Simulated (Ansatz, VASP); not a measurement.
## Two plane-wave programs on HfC

Contents of INCAR:

```
ALGO = Normal
EDIFF = 1E-7
EDIFFG = -0.05
ENCUT = 600
GGA = CA
GGA_COMPAT = False
IBRION = 2
ISIF = 3
ISMEAR = 0
LASPH = True
LCHARG = False
LREAL = False
LWAVE = False
NELM = 120
NELMIN = 4
NSW = 100
PREC = Accurate
SIGMA = 0.1
```

The input KPOINTS:

```
k-points
0
Gamma
  8 8 8
```

POSCAR

```
HfC
1.0
    0.0000000000      2.3171388400      2.3171388400
    2.3171388400      0.0000000000      2.3171388400
    2.3171388400      2.3171388400      0.0000000000
Hf C
1 1
Direct
    0.0000000000      0.0000000000      0.0000000000
    0.5000000000      0.5000000000      0.5000000000
```

Input for Ansatz:

```yaml
crystal:
  lattice:
    - [0.0, 2.31713884, 2.31713884]
    - [2.31713884, 0.0, 2.31713884]
    - [2.31713884, 2.31713884, 0.0]
  atoms:
    - { symbol: Hf, position: [0.0, 0.0, 0.0] }
    - { symbol: C, position: [0.5, 0.5, 0.5] }
basis:
  ecutwfc: 420
kpoints:
  mp_grid: { grid: [8, 8, 8] }
hamiltonian:
  xc: lda
  pseudopotentials: { kind: paw, azcp: { folder: soft_1 } }
scf:
  occupations: { method: gaussian, width: 0.1 }
output:
  forces: true
  stress: true
  eigenvalues: true
relax:
  adjacent_minimum: "off"
  f_tol: 0.05
  max_steps: 80
  cell: { stress_tol: 0.5 }
```

Alike in both runs: task relaxation of cell and atoms; functional LDA; k mesh 8 × 8 × 8; occupations gaussian, width 0.1 eV; no spin polarisation.

```csv
,VASP,Ansatz
version,VASP 6.6.1,Ansatz 0.2.0
potentials or method,"VASP PAW LDA potentials, release 64 (Hf_pv, C), cutoff 600 eV","scalar-relativistic, plane waves, PAW"
valence electrons in the cell,14,30
```

|  | VASP | Ansatz | Ansatz less VASP |
| --- | --- | --- | --- |
| gap on the k mesh at the Fermi level, each at its own relaxed structure (eV) | none | none | - |
| relaxed volume (Å³/atom) | 11.99 | 11.95 | -0.033 |
| relaxed cell length with the largest relative difference (Å) | 3.236 | 3.233 | -0.0029 |

Ansatz warns that its potentials were made for another functional, while VASP's fit it. LDA's correlation is that of Perdew and Zunger in VASP and of Perdew and Wang (1992) in Ansatz. A gap of «none» marks a metal or a gap that the smearing closes. VASP's potentials hold 14 valence electrons a cell and Ansatz's 30, so a difference there can come from the potentials and not from the codes.

Neither program's run includes spin-orbit coupling.
